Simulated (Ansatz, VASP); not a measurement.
## One calculation of Lu, two programs

INCAR

```
SYSTEM = Lu
PREC = Accurate
ENCUT = 520
EDIFF = 1E-6
ISMEAR = -1
SIGMA = 0.1
LREAL = .FALSE.
LASPH = .TRUE.
NELM = 60
ALGO = Normal
ISIF = 2
LWAVE = .FALSE.
LCHARG = .TRUE.
GGA = B5
ALDAX = 1.0
AGGAX = 1.0
AGGAC = 1.0
ALDAC = 0.0
LELF = .TRUE.
LVHAR = .TRUE.
NBANDS = 18
```

The input KPOINTS:

```
Automatic mesh
0
G
  13 13 13
  0 0 0
```

POSCAR

```
Lu
1.0
   -2.0379316391      2.0379316391      2.0379316391
    2.0379316391     -2.0379316391      2.0379316391
    2.0379316391      2.0379316391     -2.0379316391
Lu
1
Direct
    0.0000000000      0.0000000000      0.0000000000
```

Input for Ansatz:

```yaml
crystal:
  lattice:
    - [-2.0379316391, 2.0379316391, 2.0379316391]
    - [2.0379316391, -2.0379316391, 2.0379316391]
    - [2.0379316391, 2.0379316391, -2.0379316391]
  atoms:
    - { symbol: Lu, position: [0.0, 0.0, 0.0] }
hamiltonian:
  xc: blyp
  pseudopotentials:
    kind: paw
    azcp:
      Lu: "pseudopotentials/Lu.paw.azcp"
basis:
  ecutwfc: 420
  fft_grid_basis: typed
kpoints:
  mp_grid: { grid: [13, 13, 13], shift: [0, 0, 0] }
magnetization:
  spin_polarized: false
scf:
  occupations: { method: fermi_dirac, width: 0.1 }
  lower_state_search: "off"
output:
  stress: true
```

Alike in both runs: task single point; functional BLYP; k mesh 13 × 13 × 13; occupations fermi-dirac, width 0.1 eV; no spin polarisation.

|  | VASP | Ansatz |
| --- | --- | --- |
| version | VASP 6.6.1 | Ansatz 0.2.0 |
| potentials or method | VASP PAW PBE potentials, release 64 (Lu), cutoff 520 eV | plane waves (420 eV) with PAW, scalar-relativistic |
| valence electrons in the cell | 25 | 25 |

|  | VASP | Ansatz | Ansatz less VASP |
| --- | --- | --- | --- |
| pressure (GPa) | -3.7 | -3.9 | -0.13 |

VASP's potentials were made for PBE, not for BLYP.

Neither program's run includes spin-orbit coupling.
